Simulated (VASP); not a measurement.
Set up this calculation in VASP 6.6.1, as the native input.

```yaml
Task: single point
Functional: r2SCAN
Potentials_or_basis: VASP PAW PBE potentials, release 64 (Mg_sv, S)
Cutoff: 750 eV
k_mesh: 8 × 8 × 8
Occupations: gaussian, width 0.01 eV
Spin: no spin polarisation
Dipole_correction: no
Mended: yes
Further_INCAR_settings: ALGO = Normal; EDIFF = 1e-06; NBANDS = 15
```

The system is MgS.

```
CELL_PARAMETERS angstrom
0.00000 2.88749 2.88749
2.88749 0.00000 2.88749
2.88749 2.88749 0.00000
ATOMIC_POSITIONS crystal
Mg 0.00000 0.00000 0.00000
S 0.25000 0.25000 0.25000
```

This cell differs from its parent crystal: strain +2.0%.

One way to write it, as run:

POSCAR

```
MgS
1.0
    0.0000000000      2.8874943781      2.8874943781
    2.8874943781      0.0000000000      2.8874943781
    2.8874943781      2.8874943781      0.0000000000
Mg S
1 1
Direct
    0.0000000000      0.0000000000      0.0000000000
    0.2500000000      0.2500000000      0.2500000000
```

INCAR.step1

```
ALGO     = Normal         # electronic algorithm
EDIFF    = 1E-5           # SCF threshold, eV
ENCUT    = 750            # plane-wave cutoff, eV
GGA      = PE             # functional
GGA_COMPAT= False        
ISMEAR   = 0              # smearing method
LASPH    = True           # aspherical terms in the spheres
LCHARG   = False          # write CHGCAR
LREAL    = False          # projectors in reciprocal space
LWAVE    = True           # write WAVECAR
NBANDS   = 15             # bands
NELM     = 120            # most SCF steps
PREC     = Accurate       # precision mode
SIGMA    = 0.01           # smearing width, eV
```

INCAR.step2

```
ALGO     = Normal         # electronic algorithm
EDIFF    = 1E-6           # SCF threshold, eV
ENCUT    = 750            # plane-wave cutoff, eV
GGA_COMPAT= False        
ISIF     = 2              # what is computed and relaxed
ISMEAR   = 0              # smearing method
ISTART   = 1            
LASPH    = True           # aspherical terms in the spheres
LCHARG   = False          # write CHGCAR
LMIXTAU  = True         
LREAL    = False          # projectors in reciprocal space
LWAVE    = False          # write WAVECAR
METAGGA  = R2SCAN         # meta-GGA
NBANDS   = 15             # bands
NELM     = 120            # most SCF steps
PREC     = Accurate       # precision mode
SIGMA    = 0.01           # smearing width, eV
```

KPOINTS

```
k-points
0
Gamma
  8 8 8
```

Potentials or basis: VASP PAW PBE potentials, release 64 (Mg_sv, S).

Launch:

```console
$ cat potpaw_PBE.64/Mg_sv/POTCAR potpaw_PBE.64/S/POTCAR > POTCAR
$ cp INCAR.step1 INCAR
$ mpirun -np 1 vasp_std > vasp.out
$ cp INCAR.step2 INCAR
$ mpirun -np 1 vasp_std > vasp.out
```

It gave:

The pressure is -3.3 GPa. The band gap on the k mesh is 3.84 eV.

Caveat: the cell differs from its parent crystal (strain +2.0%); the cell stands under tension; the PAW data sets were made with another functional, which shifts forces and pressure a little.

Wall time 2.2 min on 1 thread of AMD EPYC 7R43 64-Core Processor (Zen 3), on a shared host, peak memory 0.19 GiB.
